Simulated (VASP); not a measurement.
# Mg3SiN (Pm-3m) in VASP: a series of runs

The runs below take Mg3SiN through single point, with PBE.

All numbers are computed with VASP 6.6.1; they aren't measurements. Logs are shortened: lines on timing, memory, paths and dates and some standing lists are left out, and cuts for length are marked.

### Step 1. The cell of the first run

It takes space group Pm-3m (No. 221, cubic). Conventional cell: a = 4.220 Å, b = 4.220 Å, c = 4.220 Å, α = 90.00°, β = 90.00°, γ = 90.00°. Within 2.8 Å of Mg (site symmetry 4/mmm) lie 2 Si at 2.11 Å. Si (site symmetry m-3m) has 6 Mg at 2.11 Å within 2.8 Å. Within 3.9 Å of N (site symmetry m-3m) lie 12 Mg at 2.98 Å and 8 Si at 3.65 Å.

### Step 2. Single point, PBE

INCAR reads:

```
SYSTEM = Mg3SiN
PREC = Accurate
ENCUT = 520
EDIFF = 1E-7
ISMEAR = 0
SIGMA = 0.1
LREAL = .FALSE.
LASPH = .TRUE.
NELM = 60
ALGO = Normal
ISIF = 2
LWAVE = .FALSE.
LCHARG = .FALSE.
GGA = PE
NBANDS = 16
```

KPOINTS reads:

```
regular mesh
0
G
  4 4 4
  0 0 0
```

POSCAR reads:

```
Mg3SiN
1.0
    4.2200874200      0.0000000000      0.0000000000
    0.0000000000      4.2200874200      0.0000000000
    0.0000000000      0.0000000000      4.2200874200
Mg Si N
3 1 1
Direct
    0.0000000000      0.5000000000      0.5000000000
    0.5000000000      0.0000000000      0.5000000000
    0.5000000000      0.5000000000      0.0000000000
    0.5000000000      0.5000000000      0.5000000000
    0.0000000000      0.0000000000      0.0000000000
```

Potentials or basis: VASP PAW PBE potentials, release 64 (Mg, Si, N).

Command:

```console
$ cat potpaw_PBE.64/Mg/POTCAR potpaw_PBE.64/Si/POTCAR potpaw_PBE.64/N/POTCAR > POTCAR
$ mpirun -np 1 vasp_std > vasp.out
```

OUTCAR:

```text
SYSTEM = Mg3SiN
   PREC = Accurate
   ENCUT = 520
   EDIFF = 1E-7
   ISMEAR = 0
   LREAL = .FALSE.
   LASPH = .TRUE.
   NELM = 60
   ISIF = 2
   GGA = PE

 ion  position               nearest neighbor table
   1  0.000  0.500  0.500-   4 2.11   4 2.11   2 2.98   3 2.98   2 2.98   2 2.98   3 2.98   3 2.98
                             3 2.98   2 2.98
   2  0.500  0.000  0.500-   4 2.11   4 2.11   1 2.98   3 2.98   1 2.98   3 2.98   3 2.98   3 2.98
                             1 2.98   1 2.98
   3  0.500  0.500  0.000-   4 2.11   4 2.11   1 2.98   1 2.98   2 2.98   2 2.98   2 2.98   2 2.98
                             1 2.98   1 2.98
   4  0.500  0.500  0.500-   1 2.11   2 2.11   3 2.11   3 2.11   2 2.11   1 2.11
   5  0.000  0.000  0.000-

  LATTYP: Found a simple cubic cell.
 ALAT       =     4.2200874200

  Lattice vectors:

 A1 = (   4.2200874200,   0.0000000000,   0.0000000000)
 A2 = (   0.0000000000,   4.2200874200,   0.0000000000)
 A3 = (   0.0000000000,   0.0000000000,   4.2200874200)

Analysis of symmetry for initial positions (statically):
=====================================================================
 Subroutine PRICEL returns:
 Original cell was already a primitive cell.

 Routine SETGRP: Setting up the symmetry group for a
 simple cubic supercell.

 Subroutine GETGRP returns: Found 48 space group operations
[... 9 lines left out ...]

 Routine SETGRP: Setting up the symmetry group for a
 simple cubic supercell.

 Subroutine GETGRP returns: Found 48 space group operations
[... 11 lines left out ...]
                                     Primitive cell

  volume of cell :      75.1561

  direct lattice vectors                    reciprocal lattice vectors
     4.220087420  0.000000000  0.000000000     0.236961916  0.000000000  0.000000000
     0.000000000  4.220087420  0.000000000     0.000000000  0.236961916  0.000000000
     0.000000000  0.000000000  4.220087420     0.000000000  0.000000000  0.236961916

  length of vectors
     4.220087420  4.220087420  4.220087420     0.236961916  0.236961916  0.236961916

  position of ions in fractional coordinates (direct lattice)
     0.000000000  0.500000000  0.500000000
     0.500000000  0.000000000  0.500000000
     0.500000000  0.500000000  0.000000000
     0.500000000  0.500000000  0.500000000
     0.000000000  0.000000000  0.000000000

  ion indices of the primitive-cell ions
   primitive index   ion index
                 1           1
                 2           2
                 3           3
                 4           4
                 5           5

----------------------------------------------------------------------------------------

 KPOINTS: regular mesh

Automatic generation of k-mesh.
 Grid dimensions read from file:
 generate k-points for:    4    4    4

 Generating k-lattice:

  Cartesian coordinates                     Fractional coordinates (reciprocal lattice)
     0.059240479  0.000000000  0.000000000     0.250000000  0.000000000  0.000000000
     0.000000000  0.059240479  0.000000000     0.000000000  0.250000000  0.000000000
     0.000000000  0.000000000  0.059240479     0.000000000  0.000000000  0.250000000

  Length of vectors
     0.059240479  0.059240479  0.059240479

  Shift w.r.t. Gamma in fractional coordinates (k-lattice)
     0.000000000  0.000000000  0.000000000

 Subroutine IBZKPT returns following result:
 ===========================================

 Found     10 irreducible k-points:

 Following reciprocal coordinates:
            Coordinates               Weight
  0.000000  0.000000  0.000000      1.000000
  0.250000  0.000000  0.000000      6.000000
  0.500000  0.000000  0.000000      3.000000
  0.250000  0.250000  0.000000     12.000000
  0.500000  0.250000  0.000000     12.000000
  0.500000  0.500000  0.000000      3.000000
  0.250000  0.250000  0.250000      8.000000
  0.500000  0.250000  0.250000     12.000000
  0.500000  0.500000  0.250000      6.000000
  0.500000  0.500000  0.500000      1.000000
   k-points           NKPTS =     10   k-points in BZ     NKDIM =     10   number of bands    NBANDS=     16
   number of dos      NEDOS =    301   number of ions     NIONS =      5
   total plane-waves  NPLWV =  32768
   dimension x,y,z NGX =    32 NGY =   32 NGZ =   32
   dimension x,y,z NGXF=    64 NGYF=   64 NGZF=   64
   ions per type =               3   1   1
   NGX,Y,Z   is equivalent  to a cutoff of  12.61, 12.61, 12.61 a.u.
   NGXF,Y,Z  is equivalent  to a cutoff of  25.21, 25.21, 25.21 a.u.
 SYSTEM =  Mg3SiN
   PREC   = accura    normal or accurate (medium, high low for compatibility)
   ISTART =      0    job   : 0-new  1-cont  2-samecut
   ICHARG =      2    charge: 1-file 2-atom 10-const
   ISPIN  =      1    spin polarized calculation?
   LNONCOLLINEAR =      F non collinear calculations
   LSORBIT =      F    spin-orbit coupling
   LASPH  =      T    aspherical Exc in radial PAW
   ENCUT  =  520.0 eV  38.22 Ry    6.18 a.u.   7.85  7.85  7.85*2*pi/ulx,y,z
   NELM   =     60;   NELMIN=  2; NELMDL= -5     # of ELM steps
   EDIFF  = 0.1E-06   stopping-criterion for ELM
   LREAL  =      F    real-space projection
   EDIFFG = 0.1E-05   stopping-criterion for IOM
   NSW    =      0    number of steps for IOM
   IBRION =     -1    ionic relax: 0-MD 1-quasi-New 2-CG
   NFREE  =      0    steps in history (QN), initial steepest desc. (CG)
   ISIF   =      2    stress and relaxation
   ISYM   =      2    0-nonsym 1-usesym 2-fastsym
   POTIM  = 0.5000    time-step for ionic-motion
   TEBEG  =    0.0;   TEEND  =   0.0 temperature during run
   PSTRESS=    0.0 pullay stress
   NELECT =      15.0000    total number of electrons
   NUPDOWN=      -1.0000    fix difference up-down
   EMIN   =  10.00;   EMAX   =-10.00  energy-range for DOS
   EFERMI =   0.00;   METHOD = LEGACY
   ISMEAR =     0;   SIGMA  =   0.10  broadening in eV -4-tet -1-fermi 0-gaus
   EFERMI_NEDOS =   21; number of points for ismear=-14 and -15
   IALGO  =     38    algorithm
   IMIX   =      4    mixing-type and parameters
     AMIX     =   0.40;   BMIX     =  1.00
     AMIX_MAG =   1.60;   BMIX_MAG =  1.00
  volume/ion in A,a.u.               =      15.03       101.44
  Fermi-wavevector in a.u.,A,eV,Ry     =   0.956718  1.807934 12.453531  0.915309
  Thomas-Fermi vector in A             =   2.085671
   LORBIT       =      0    0 simple, 1 ext, 2 COOP (PROOUT), +10 PAW based schemes
   GGA     = PE    functional components
   LHFCALC =     F    Hartree Fock is set to
   AEXX    =    0.0000 exact exchange contribution
   IVDW    =     0    specifies the selected vdW correction
   LEPSILON=     F    determine dielectric tensor
   LRPA    =     F    only Hartree local field effects (RPA)
 non-spin polarized calculation
 Gauss-broadening in eV      SIGMA  =   0.10
  energy-cutoff  :      520.00
  volume of cell :       75.16
 maximum number of plane-waves:      2048
 NGX is ok and might be reduce to    32
   NGX = 15   NGY = 15   NGZ = 15

 number of electron      14.9999998 magnetization

 Free energy of the ion-electron system (eV)
  ---------------------------------------------------
  ext. energy  EPLUGINS =         0.00000000
  ---------------------------------------------------
  free energy    TOTEN  =        -9.71107488 eV

  energy without entropy =       -9.69370111  energy(sigma->0) =       -9.70238800

 E-fermi :   3.9597     XC(G=0):  -9.6871

 val. band max:        3.8954015451   @ k =   0.5000   0.2500   0.2500
 cond. band min:       4.0001300768   @ k =   0.2500   0.0000   0.0000
 fundamental gap:      0.1047285316
 Fermi energy:         3.9596950738

 k-point     1 :       0.0000    0.0000    0.0000
  band No.  band energies     occupation
      1      -8.0212      2.00000
      2      -5.0598      2.00000
      3       1.4458      2.00000
      4       1.4458      2.00000
      5       1.4458      2.00000
      6       4.5183      0.00000
[... 8 lines left out ...]
     15      13.3823      0.00000
     16      13.3823      0.00000

 k-point     2 :       0.2500    0.0000    0.0000
  band No.  band energies     occupation
      1      -7.8480      2.00000
      2      -5.1059      2.00000
      3       0.6364      2.00000
      4       1.7661      2.00000
      5       1.7661      2.00000
      6       3.3120      2.00000
[... 8 lines left out ...]
     15      10.7164      0.00000
     16      13.4903      0.00000

 k-point     3 :       0.5000    0.0000    0.0000
  band No.  band energies     occupation
      1      -7.6474      2.00000
      2      -5.1903      2.00000
      3       0.0943      2.00000
      4       2.3790      2.00000
      5       2.3790      2.00000
      6       2.5729      2.00000
[... 8 lines left out ...]
     15      10.2147      0.00000
     16      13.0967      0.00000

 k-point     4 :       0.2500    0.2500    0.0000
  band No.  band energies     occupation
      1      -7.7179      2.00000
      2      -5.0017      2.00000
      3       0.1953      2.00000
      4       1.0786      2.00000
      5       2.0504      2.00000
      6       2.9242      2.00000
[... 8 lines left out ...]
     15      11.4413      0.00000
     16      12.2819      0.00000

 k-point     5 :       0.5000    0.2500    0.0000
  band No.  band energies     occupation
      1      -7.5761      2.00000
      2      -4.8946      2.00000
      3      -0.2639      2.00000
      4       0.4843      2.00000
      5       2.5376      2.00000
      6       3.3432      2.00000
[... 8 lines left out ...]
     15      12.1085      0.00000
     16      12.3266      0.00000

 k-point     6 :       0.5000    0.5000    0.0000
  band No.  band energies     occupation
      1      -7.5012      2.00000
      2      -4.5111      2.00000
      3      -0.6060      2.00000
      4      -0.6060      2.00000
      5       2.7217      2.00000
      6       3.5356      2.00000
[... 8 lines left out ...]
     15      12.8903      0.00000
     16      14.3889      0.00000

 k-point     7 :       0.2500    0.2500    0.2500
  band No.  band energies     occupation
      1      -7.6197      2.00000
      2      -4.8231      2.00000
      3       0.5799      2.00000
      4       0.5799      2.00000
      5       0.9379      2.00000
      6       3.5087      2.00000
[... 8 lines left out ...]
     15      13.3999      0.00000
     16      13.3999      0.00000

 k-point     8 :       0.5000    0.2500    0.2500
  band No.  band energies     occupation
      1      -7.5159      2.00000
      2      -4.6122      2.00000
      3      -0.1931      2.00000
      4       0.5338      2.00000
      5       1.3390      2.00000
      6       2.3217      2.00000
[... 8 lines left out ...]
     15      12.2417      0.00000
     16      13.5607      0.00000

 k-point     9 :       0.5000    0.5000    0.2500
  band No.  band energies     occupation
      1      -7.4533      2.00000
      2      -4.2529      2.00000
      3      -0.2005      2.00000
      4      -0.2005      2.00000
      5       1.5547      2.00000
      6       2.3431      2.00000
[... 8 lines left out ...]
     15      13.1669      0.00000
     16      13.5589      0.00000

 k-point    10 :       0.5000    0.5000    0.5000
  band No.  band energies     occupation
      1      -7.4038      2.00000
      2      -3.9353      2.00000
      3       0.6002      2.00000
      4       0.6002      2.00000
      5       0.6002      2.00000
      6       1.7029      2.00000
[... 8 lines left out ...]
     15      13.2584      0.00000
     16      13.5407      0.00000

------------------------ aborting loop because EDIFF is reached ----------------------------------------

  FORCE on cell =-STRESS in cart. coord.  units (eV):
  Direction    XX          YY          ZZ          XY          YZ          ZX
  --------------------------------------------------------------------------------------
  -------------------------------------------------------------------------------------
  Total       18.8452870     18.8452870     18.8452870      0.0000000      0.0000000      0.0000000
  in kB      401.7436264    401.7436264    401.7436264      0.0000000      0.0000000      0.0000000
  external PRESSURE =     401.7436264 kB  Pullay stress =       0.0000000 kB

 VOLUME and BASIS-vectors are now :
 -----------------------------------------------------------------------------
  energy-cutoff  :      520.00
  volume of cell :       75.16
      direct lattice vectors                 reciprocal lattice vectors
     4.220087420  0.000000000  0.000000000     0.236961916  0.000000000  0.000000000
     0.000000000  4.220087420  0.000000000     0.000000000  0.236961916  0.000000000
     0.000000000  0.000000000  4.220087420     0.000000000  0.000000000  0.236961916

 POSITION                                       TOTAL-FORCE (eV/Angst)
 -----------------------------------------------------------------------------------
      0.00000      2.11004      2.11004         0.000000      0.000000      0.000000
      2.11004      0.00000      2.11004         0.000000      0.000000      0.000000
      2.11004      2.11004      0.00000         0.000000      0.000000      0.000000
      2.11004      2.11004      2.11004         0.000000      0.000000      0.000000
      0.00000      0.00000      0.00000         0.000000      0.000000      0.000000
 -----------------------------------------------------------------------------------
    total drift:                               -0.000000     -0.000000     -0.000000

  FREE ENERGIE OF THE ION-ELECTRON SYSTEM (eV)
  ---------------------------------------------------
  free  energy   TOTEN  =        -9.7110748797 eV

  energy  without entropy=       -9.6937011113  energy(sigma->0) =       -9.70238800
```

It took 13 s on 1 thread of Intel Xeon Platinum 8259CL at 2.50GHz (Skylake/Cascade Lake), shared host; peak memory 0.18 GiB.

Results:

```yaml
Free_energy: -9.7111 eV
Pressure: 40.2 GPa
```

Levels at points of the mesh, in eV from the Fermi level:
| k point | band 5 | band 6 | band 7 | band 8 | band 9 | band 10 | band 11 | band 12 |
| --- | --- | --- | --- | --- | --- | --- | --- | --- |
| (0.00, 0.00, 0.00) | -2.51 | 0.56 | 0.56 | 0.56 | 2.25 | 2.25 | 2.43 | 5.70 |
| (0.50, 0.00, 0.00) | -1.58 | -1.39 | -0.78 | -0.78 | 4.31 | 4.32 | 4.87 | 4.87 |
| (0.50, 0.50, 0.00) | -1.24 | -0.42 | 0.29 | 0.29 | 1.01 | 3.76 | 3.76 | 4.40 |
| (0.50, 0.50, 0.50) | -3.36 | -2.26 | -2.26 | -2.26 | 4.05 | 4.05 | 4.05 | 8.21 |

Caveat: the k points lie up to 0.37 Å⁻¹ apart.

### Step 3. Single point, PBE, collinear spin, ferromagnetic start

This run uses another cell than the first one, of 23.35 Å³/atom, 1.553 times its volume.

INCAR, as its differences from that of step 2:

```diff
@@ -8,3 +8,3 @@
 LASPH = .TRUE.
-NELM = 60
+NELM = 150
 ALGO = Normal
@@ -13,3 +13,6 @@
 LCHARG = .FALSE.
+ISPIN = 2
+MAGMOM = 0 0 0 0 1.38
+LORBIT = 11
 GGA = PE
-NBANDS = 16
+NBANDS = 20
```

KPOINTS reads:

```
regular mesh
0
G
  8 8 8
  0 0 0
```

POSCAR, as its differences from that of step 2:

```diff
@@ -2,5 +2,5 @@
 1.0
-    4.2200874200      0.0000000000      0.0000000000
-    0.0000000000      4.2200874200      0.0000000000
-    0.0000000000      0.0000000000      4.2200874200
+    4.8874254455      0.0000000000      0.0000000000
+    0.0000000000      4.8874254455      0.0000000000
+    0.0000000000      0.0000000000      4.8874254455
 Mg Si N
```

Potentials or basis: VASP PAW PBE potentials, release 64 (Mg, Si, N).

Command:

```console
$ cat potpaw_PBE.64/Mg/POTCAR potpaw_PBE.64/Si/POTCAR potpaw_PBE.64/N/POTCAR > POTCAR
$ mpirun -np 1 vasp_std > vasp.out
```

Run time: 1.7 min. Hardware: 1 thread of Intel Xeon Platinum 8259CL at 2.50GHz (Skylake/Cascade Lake), shared host; peak memory 0.32 GiB.

It converged, with:

```yaml
Free_energy: -13.4702 eV
Pressure: 0.0 GPa
Band_gap_on_the_k_mesh: zero (filled and empty bands overlap)
Net_moment: 1.00 μB per cell
Site_moments: Mg -0.01; Si +0.02; N +0.87 μB
Valence_electrons_inside_the_program's_atomic_spheres: Mg 0.34; Si 1.86; N 3.33
```

Levels at points of the mesh, in eV from the Fermi level:
Spin up:
```tsv
k point	band 5	band 6	band 7	band 8	band 9	band 10	band 11	band 12
(0.00, 0.00, 0.00)	-2.69	-0.92	-0.92	-0.92	0.23	0.76	0.76	4.81
(0.50, 0.00, 0.00)	-2.16	-1.98	-1.48	-1.48	1.59	1.94	3.20	3.20
(0.50, 0.50, 0.00)	-1.93	-1.34	-1.04	-1.04	0.28	1.62	2.78	2.78
(0.50, 0.50, 0.50)	-3.57	-2.18	-2.18	-2.18	1.91	1.91	1.91	5.68
```
Spin down:
```tsv
k point	band 4	band 5	band 6	band 7	band 8	band 9	band 10	band 11
(0.00, 0.00, 0.00)	-2.57	-2.57	0.08	0.45	0.45	0.45	0.54	0.54
(0.50, 0.00, 0.00)	-2.17	-2.17	-1.21	-0.17	-0.17	1.46	2.64	2.91
(0.50, 0.50, 0.00)	-4.21	-1.93	0.08	0.16	0.20	0.20	1.47	2.61
(0.50, 0.50, 0.50)	-3.63	-3.63	-1.50	-1.50	-1.50	2.70	2.70	2.70
```
